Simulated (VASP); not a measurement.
# AgCl (Fmm2) in VASP: further runs

AgCl is run at these levels: PBE; tasks: single point.

Everything below comes from runs of VASP 6.6.1. Logs are shortened: lines on timing, memory, paths and dates and some standing lists are left out, and cuts for length are marked.

## Step 1: The cell of the first run

Symmetry: Fmm2, No. 42, orthorhombic system. The conventional cell has a = 5.537 Å, b = 5.612 Å, c = 5.537 Å, α = 90.00°, β = 90.00°, γ = 90.00°. Ag (site symmetry mm2) has 5 Cl at 2.27 to 2.85 Å within 3.0 Å. Cl (site symmetry mm2) has 5 Ag at 2.27 to 2.85 Å within 3.0 Å.

## Step 2: Single point, PBE

Input file INCAR:

```
PREC = Accurate ; ENCUT = 520
EDIFF = 1E-6 ; ISMEAR = 0
SIGMA = 0.05 ; LREAL = False
LASPH = True ; NELM = 100
ALGO = Normal ; ISIF = 2
LWAVE = False ; LCHARG = True
GGA = PE ; LELF = True
LVHAR = True ; NBANDS = 16
```

Input file KPOINTS:

```
regular mesh
0
Gamma
  8 8 8
```

Input file POSCAR:

```
AgCl
1.0
    0.0000000000      2.7687027469      2.8060228508
    2.7687027469      0.0000000000      2.8060228508
    2.7687027469      2.7687027469      0.0000000000
Ag Cl
1 1
Direct
    0.4775480680      0.5224519320      0.5224519320
    0.0683173339     -0.0683173339     -0.0683173339
```

Potentials or basis: VASP PAW PBE potentials, release 64 (Ag, Cl).

Started as:

```sh
$ cat potpaw_PBE.64/Ag/POTCAR potpaw_PBE.64/Cl/POTCAR > POTCAR
$ mpirun -np 1 vasp_std > vasp.out
```

OUTCAR:

```text
PREC = Accurate
   ENCUT = 520
   EDIFF = 1E-6
   ISMEAR = 0
   LREAL = False
   LASPH = True
   NELM = 100
   ISIF = 2
   GGA = PE

 ion  position               nearest neighbor table
   1  0.478  0.522  0.522-   2 2.27   2 2.81   2 2.81   2 2.85   2 2.85
   2  0.068  0.932  0.932-   1 2.27   1 2.81   1 2.81   1 2.85   1 2.85

  LATTYP: Found a body centered tetragonal cell.
 ALAT       =     3.9155369748
 C/A-ratio  =     1.4332761350

  Lattice vectors:

 A1 = (  -2.7687027469,   0.0000000000,   2.8060228508)
 A2 = (   2.7687027469,   0.0000000000,   2.8060228508)
 A3 = (   0.0000000000,   2.7687027469,  -2.8060228508)

Analysis of symmetry for initial positions (statically):
=====================================================================
 Subroutine PRICEL returns:
 Original cell was already a primitive cell.

 Routine SETGRP: Setting up the symmetry group for a
 body centered tetragonal supercell.

 Subroutine GETGRP returns: Found  4 space group operations
 (whereof  4 operations were pure point group operations)
 out of a pool of 16 trial point group operations.

The static configuration has the point symmetry C_2v.

Analysis of symmetry for dynamics (positions and initial velocities):
=====================================================================
 Subroutine PRICEL returns:
 Original cell was already a primitive cell.

 Routine SETGRP: Setting up the symmetry group for a
 body centered tetragonal supercell.

 Subroutine GETGRP returns: Found  4 space group operations
 (whereof  4 operations were pure point group operations)
 out of a pool of 16 trial point group operations.

The dynamic configuration has the point symmetry C_2v.

 Subroutine INISYM returns: Found  4 space group operations
 (whereof  4 operations are pure point group operations),
 and found     1 'primitive' translations

----------------------------------------------------------------------------------------

                                     Primitive cell

  volume of cell :      43.0203

  direct lattice vectors                    reciprocal lattice vectors
     0.000000000  2.768702747  2.806022851    -0.180589990  0.180589990  0.178188143
     2.768702747  0.000000000  2.806022851     0.180589990 -0.180589990  0.178188143
     2.768702747  2.768702747  0.000000000     0.180589990  0.180589990 -0.178188143

  length of vectors
     3.942014604  3.942014604  3.915536975     0.311410505  0.311410505  0.311410505

  position of ions in fractional coordinates (direct lattice)
     0.477548068  0.522451932  0.522451932
     0.068317334  0.931682666  0.931682666

  ion indices of the primitive-cell ions
   primitive index   ion index
                 1           1
                 2           2

----------------------------------------------------------------------------------------

 KPOINTS: regular mesh

Automatic generation of k-mesh.
 Grid dimensions read from file:
 generate k-points for:    8    8    8

 Generating k-lattice:

  Cartesian coordinates                     Fractional coordinates (reciprocal lattice)
    -0.022573749  0.022573749  0.022273518     0.125000000  0.000000000  0.000000000
     0.022573749 -0.022573749  0.022273518     0.000000000  0.125000000  0.000000000
     0.022573749  0.022573749 -0.022273518     0.000000000  0.000000000  0.125000000

  Length of vectors
     0.038926313  0.038926313  0.038926313

  Shift w.r.t. Gamma in fractional coordinates (k-lattice)
     0.000000000  0.000000000  0.000000000

 Subroutine IBZKPT returns following result:
 ===========================================

 Found     95 irreducible k-points:

 Following reciprocal coordinates:
            Coordinates               Weight
  0.000000  0.000000  0.000000      1.000000
  0.125000  0.000000  0.000000      8.000000
  0.250000  0.000000  0.000000      8.000000
  0.375000  0.000000  0.000000      8.000000
  0.500000  0.000000  0.000000      4.000000
  0.125000  0.125000  0.000000      2.000000
[... 16 lines left out ...]
  0.000000 -0.125000 -0.125000      2.000000
  0.250000  0.000000  0.125000      8.000000
 [... further k-points ...]
   k-points           NKPTS =     95   k-points in BZ     NKDIM =     95   number of bands    NBANDS=     16
   number of dos      NEDOS =    301   number of ions     NIONS =      2
   total plane-waves  NPLWV =  27000
   dimension x,y,z NGX =    30 NGY =   30 NGZ =   30
   dimension x,y,z NGXF=    60 NGYF=   60 NGZF=   60
   ions per type =               1   1
   NGX,Y,Z   is equivalent  to a cutoff of  12.65, 12.65, 12.74 a.u.
   NGXF,Y,Z  is equivalent  to a cutoff of  25.30, 25.30, 25.47 a.u.
 SYSTEM =  unknown system
   PREC   = accura    normal or accurate (medium, high low for compatibility)
   ISTART =      0    job   : 0-new  1-cont  2-samecut
   ICHARG =      2    charge: 1-file 2-atom 10-const
   ISPIN  =      1    spin polarized calculation?
   LNONCOLLINEAR =      F non collinear calculations
   LSORBIT =      F    spin-orbit coupling
   LASPH  =      T    aspherical Exc in radial PAW
   ENCUT  =  520.0 eV  38.22 Ry    6.18 a.u.   7.33  7.33  7.28*2*pi/ulx,y,z
   NELM   =    100;   NELMIN=  2; NELMDL= -5     # of ELM steps
   EDIFF  = 0.1E-05   stopping-criterion for ELM
   LREAL  =      F    real-space projection
   EDIFFG = 0.1E-04   stopping-criterion for IOM
   NSW    =      0    number of steps for IOM
   IBRION =     -1    ionic relax: 0-MD 1-quasi-New 2-CG
   NFREE  =      0    steps in history (QN), initial steepest desc. (CG)
   ISIF   =      2    stress and relaxation
   ISYM   =      2    0-nonsym 1-usesym 2-fastsym
   POTIM  = 0.5000    time-step for ionic-motion
   TEBEG  =    0.0;   TEEND  =   0.0 temperature during run
   PSTRESS=    0.0 pullay stress
   NELECT =      18.0000    total number of electrons
   NUPDOWN=      -1.0000    fix difference up-down
   EMIN   =  10.00;   EMAX   =-10.00  energy-range for DOS
   EFERMI =   0.00;   METHOD = LEGACY
   ISMEAR =     0;   SIGMA  =   0.05  broadening in eV -4-tet -1-fermi 0-gaus
   EFERMI_NEDOS =   21; number of points for ismear=-14 and -15
   IALGO  =     38    algorithm
   IMIX   =      4    mixing-type and parameters
     AMIX     =   0.40;   BMIX     =  1.00
     AMIX_MAG =   1.60;   BMIX_MAG =  1.00
  volume/ion in A,a.u.               =      21.51       145.16
  Fermi-wavevector in a.u.,A,eV,Ry     =   1.224450  2.313875 20.398912  1.499278
  Thomas-Fermi vector in A             =   2.359524
   LORBIT       =      0    0 simple, 1 ext, 2 COOP (PROOUT), +10 PAW based schemes
   GGA     = PE    functional components
   LHFCALC =     F    Hartree Fock is set to
   AEXX    =    0.0000 exact exchange contribution
   IVDW    =     0    specifies the selected vdW correction
   LEPSILON=     F    determine dielectric tensor
   LRPA    =     F    only Hartree local field effects (RPA)
 non-spin polarized calculation
 Gauss-broadening in eV      SIGMA  =   0.05
  energy-cutoff  :      520.00
  volume of cell :       43.02
 maximum number of plane-waves:      1179
 NGX is ok and might be reduce to    30
   NGX = 15   NGY = 15   NGZ = 15

 number of electron      18.0000001 magnetization

 Free energy of the ion-electron system (eV)
  ---------------------------------------------------
  ext. energy  EPLUGINS =         0.00000000
  ---------------------------------------------------
  free energy    TOTEN  =        -5.09298037 eV

  energy without entropy =       -5.09298037  energy(sigma->0) =       -5.09298037

 E-fermi :   3.8221     XC(G=0):  -9.8729

 val. band max:        3.6097856744   @ k =  -0.2500   0.1250   0.0000
 cond. band min:       4.7929537060   @ k =   0.0000   0.0000   0.0000
 fundamental gap:      1.1831680316
 Fermi energy:         3.8220614040

 k-point     1 :       0.0000    0.0000    0.0000
  band No.  band energies     occupation
      1     -11.5549      2.00000
      2      -0.6189      2.00000
      3       0.1794      2.00000
      4       0.2464      2.00000
      5       1.2793      2.00000
      6       1.3137      2.00000
[... 8 lines left out ...]
     15      16.8498      0.00000
     16      17.2851      0.00000

 k-point     2 :       0.1250    0.0000    0.0000
  band No.  band energies     occupation
      1     -11.5009      2.00000
      2      -0.7613      2.00000
      3       0.0940      2.00000
      4       0.1516      2.00000
      5       1.2628      2.00000
      6       1.2836      2.00000
[... 8 lines left out ...]
     15      16.1612      0.00000
     16      16.9286      0.00000

 k-point     3 :       0.2500    0.0000    0.0000
  band No.  band energies     occupation
      1     -11.3659      2.00000
      2      -1.1012      2.00000
      3      -0.2418      2.00000
      4      -0.0825      2.00000
      5       1.2955      2.00000
      6       1.3141      2.00000
[... 8 lines left out ...]
     15      16.2371      0.00000
     16      16.6277      0.00000

 k-point     4 :       0.3750    0.0000    0.0000
  band No.  band energies     occupation
      1     -11.2239      2.00000
      2      -1.4643      2.00000
      3      -0.6092      2.00000
      4      -0.2957      2.00000
      5       1.4135      2.00000
      6       1.4225      2.00000
[... 8 lines left out ...]
     15      16.9981      0.00000
     16      17.2032      0.00000
[... 324 lines left out ...]
 k-point    22 :       0.1250    0.0000    0.1250
  band No.  band energies     occupation
      1     -11.4848      2.00000
      2      -0.7057      2.00000
      3       0.0053      2.00000
      4       0.1229      2.00000
      5       1.1916      2.00000
      6       1.3102      2.00000
[... 8 lines left out ...]
     15      16.7203      0.00000
     16      18.1692      0.00000

 k-point    23 :       0.0000   -0.1250   -0.1250
  band No.  band energies     occupation
      1     -11.4807      2.00000
      2      -0.9658      2.00000
      3       0.1717      2.00000
      4       0.2337      2.00000
      5       1.2289      2.00000
      6       1.3437      2.00000
[... 8 lines left out ...]
     15      17.3906      0.00000
     16      18.1471      0.00000

 k-point    24 :       0.2500    0.0000    0.1250
  band No.  band energies     occupation
      1     -11.3810      2.00000
      2      -0.9032      2.00000
      3      -0.2598      2.00000
      4      -0.0261      2.00000
      5       1.2267      2.00000
      6       1.3125      2.00000
[... 8 lines left out ...]
     15      16.9162      0.00000
     16      17.6939      0.00000

 [... further k-points ...]
[... 5 lines left out ...]
  --------------------------------------------------------------------------------------
  -------------------------------------------------------------------------------------
  Total        4.7253432      0.3824842      0.3044616      0.0000000      0.0000000      0.0000000
  in kB      175.9827418     14.2445972     11.3388565      0.0000000      0.0000000      0.0000000
  external PRESSURE =      67.1887318 kB  Pullay stress =       0.0000000 kB

 VOLUME and BASIS-vectors are now :
 -----------------------------------------------------------------------------
  energy-cutoff  :      520.00
  volume of cell :       43.02
      direct lattice vectors                 reciprocal lattice vectors
     0.000000000  2.768702747  2.806022851    -0.180589990  0.180589990  0.178188143
     2.768702747  0.000000000  2.806022851     0.180589990 -0.180589990  0.178188143
     2.768702747  2.768702747  0.000000000     0.180589990  0.180589990 -0.178188143

 POSITION                                       TOTAL-FORCE (eV/Angst)
 -----------------------------------------------------------------------------------
      2.89303      2.76870      2.80602        -1.915036      0.000000      0.000000
      5.15910      2.76870      2.80602         1.915036      0.000000      0.000000
 -----------------------------------------------------------------------------------
    total drift:                                0.000190     -0.000000      0.000000

  FREE ENERGIE OF THE ION-ELECTRON SYSTEM (eV)
  ---------------------------------------------------
  free  energy   TOTEN  =        -5.0929803687 eV

  energy  without entropy=       -5.0929803687  energy(sigma->0) =       -5.09298037
```

Wall time 25 s (1 thread of Intel Xeon 6975P-C (Granite Rapids), shared host); peak memory 0.21 GiB.

What came out:

| Property | Result |
| --- | --- |
| Free energy | -5.0930 eV |
| Pressure | 6.7 GPa |
| Largest force | 1.915 eV/Å |
| Band gap on the k mesh | 1.18 eV, indirect (least direct gap 1.71 eV) |

Forces on the atoms (eV/Å):
```
Ag  -1.915  0.000  0.000
Cl   1.915  0.000  0.000
```

Stress tensor (GPa, compression positive):
```
17.60  0.00  0.00
 0.00  1.42  0.00
 0.00  0.00  1.13
```

Caveat: forces of over 1 eV/Å act on the atoms, so gaps and moduli don't describe the material at rest. A k mesh can miss the band edges.

## Step 3: Single point, PBE

Input file INCAR:

```
SYSTEM = AgCl
  ALGO = Normal
  EDIFF = 1E-6
  ENCUT = 520
  GGA = PE
  ISIF = 2
  ISMEAR = 0
  LASPH = .True.
  LCHARG = .True.
  LELF = .True.
  LREAL = .False.
  LVHAR = .True.
  LWAVE = .False.
  NBANDS = 16
  NELM = 100
  PREC = Accurate
  SIGMA = 0.05
```

Input file KPOINTS:

```
k-points
0
Gamma
  8 8 8
  0 0 0
```

Input file POSCAR:

```
AgCl
1.0
    0.0000000000      2.7687027469      2.8060228508
    2.7687027469      0.0000000000      2.8060228508
    2.7687027469      2.7687027469      0.0000000000
Ag Cl
1 1
Direct
    0.4925160227      0.5074839773      0.5074839773
    0.0227724446     -0.0227724446     -0.0227724446
```

Potentials or basis: VASP PAW PBE potentials, release 64 (Ag, Cl).

Started as:

```sh
$ cat potpaw_PBE.64/Ag/POTCAR potpaw_PBE.64/Cl/POTCAR > POTCAR
$ mpirun -np 1 vasp_std > vasp.out
```

Wall time 25 s (1 thread of Intel Xeon 6975P-C (Granite Rapids), shared host); peak memory 0.21 GiB.

It converged, with:

| Property | Result |
| --- | --- |
| Free energy | -5.3791 eV |
| Pressure | 1.6 GPa |
| Largest force | 0.237 eV/Å |
| Band gap on the k mesh | 0.91 eV, indirect (least direct gap 2.64 eV) |

Forces on the atoms (eV/Å):
```
Ag  -0.237  0.000  0.000
Cl   0.237  0.000  0.000
```

Stress tensor (GPa, compression positive):
```
2.56 0.00 0.00
0.00 1.19 0.00
0.00 0.00 0.90
```

Levels at points of the mesh, in eV from the valence-band top:
| k point | band 7 | band 8 | band 9 | band 10 | band 11 | band 12 |
| --- | --- | --- | --- | --- | --- | --- |
| (0.00, 0.00, 0.00) | -2.01 | -1.99 | -1.73 | 0.91 | 10.69 | 10.73 |
| (0.50, 0.00, 0.00) | -1.76 | -0.09 | 0.00 | 4.29 | 6.45 | 7.64 |
| (0.50, 0.50, 0.00) | -1.96 | -1.95 | -1.88 | 2.42 | 7.95 | 8.50 |
| (0.50, 0.00, 0.50) | -1.96 | -1.96 | -1.87 | 2.40 | 7.87 | 8.64 |
| (0.00, 0.50, 0.50) | -1.97 | -1.96 | -1.88 | 2.41 | 7.99 | 8.72 |

A k mesh can miss the band edges. A hybrid or GW would open this gap; PBE tends to underestimate it.

(Continued in part 2 of 2.)
